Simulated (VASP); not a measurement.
A run of VASP 6.6.1 is set up as follows.

File INCAR:

```
SYSTEM = Sb
ALGO     = Normal         ! electronic algorithm
EDIFF    = 1E-7           ! SCF threshold, eV
ENCUT    = 520            ! plane-wave cutoff, eV
GGA      = PE             ! functional
ISIF     = 2              ! what is computed and relaxed
ISMEAR   = -1             ! smearing method
LASPH    = .True.         ! aspherical terms in the spheres
LCHARG   = .False.        ! write CHGCAR
LREAL    = .False.        ! projectors in reciprocal space
LWAVE    = .False.        ! write WAVECAR
NBANDS   = 8              ! bands
NELM     = 100            ! most SCF steps
PREC     = Accurate       ! precision mode
SIGMA    = 0.1            ! smearing width, eV
```

File KPOINTS:

```
k-points
0
Gamma
  19 19 19
  0 0 0
```

The input POSCAR:

```
Sb
1.0
    0.0000000000      2.2942103790      2.2942103790
    2.2942103790      0.0000000000      2.2942103790
    2.2942103790      2.2942103790      0.0000000000
Sb
1
Direct
    0.0000000000      0.0000000000      0.0000000000
```

Potentials or basis: VASP PAW PBE potentials, release 64 (Sb).

Run with:

```console
$ cat potpaw_PBE.64/Sb/POTCAR > POTCAR
$ mpirun -np 1 vasp_std > vasp.out
```

Q: Predict the pressure.

A: 10.0 GPa.
